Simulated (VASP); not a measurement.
A run of VASP 6.6.1:

File INCAR:

```
SYSTEM = Be3B4
PREC = Accurate
ENCUT = 520
EDIFF = 1E-7
ISMEAR = 0
SIGMA = 0.2
LREAL = .FALSE.
LASPH = .TRUE.
NELM = 100
ALGO = Normal
ISIF = 2
LWAVE = .FALSE.
LCHARG = .FALSE.
LDIPOL = .TRUE.
IDIPOL = 3
DIPOL = 0.5 0.5 0.307
GGA = PE
NBANDS = 18
```

KPOINTS

```
Automatic mesh
0
G
  6 6 1
  0 0 0
```

File POSCAR:

```
Be3B4
1.0
    3.0287215619     -3.8413522812      0.0000000000
    3.0287215619      3.8413522812      0.0000000000
    0.0000000000      0.0000000000     26.3222732800
Be B
3 4
Direct
    0.8935122721      0.7831926023      0.3073591318
    0.4668073977      0.3564877279      0.3073591318
    0.0653518755      0.1846481245      0.3073217844
    0.1685180110      0.5769898551      0.3073471135
    0.6730101449      0.0814819890      0.3073471135
    0.8388700144      0.4111299856      0.3073519422
    0.3300472543      0.9199527457      0.3073452991
```

Potentials or basis: VASP PAW PBE potentials, release 64 (Be, B).

Launch:

```sh
$ cat potpaw_PBE.64/Be/POTCAR potpaw_PBE.64/B/POTCAR > POTCAR
$ mpirun -np 1 vasp_std > vasp.out
```

Hardware: 1 thread of Intel(R) Xeon(R) 6975P-C (Granite Rapids), with other jobs on the host.

Task: Estimate the wall time of this run.

Result: Wall time 2.6 min on 1 thread of Intel(R) Xeon(R) 6975P-C (Granite Rapids), with other jobs on the host, peak memory 0.6 GiB. Counts: scf iterations 24, k points 13.
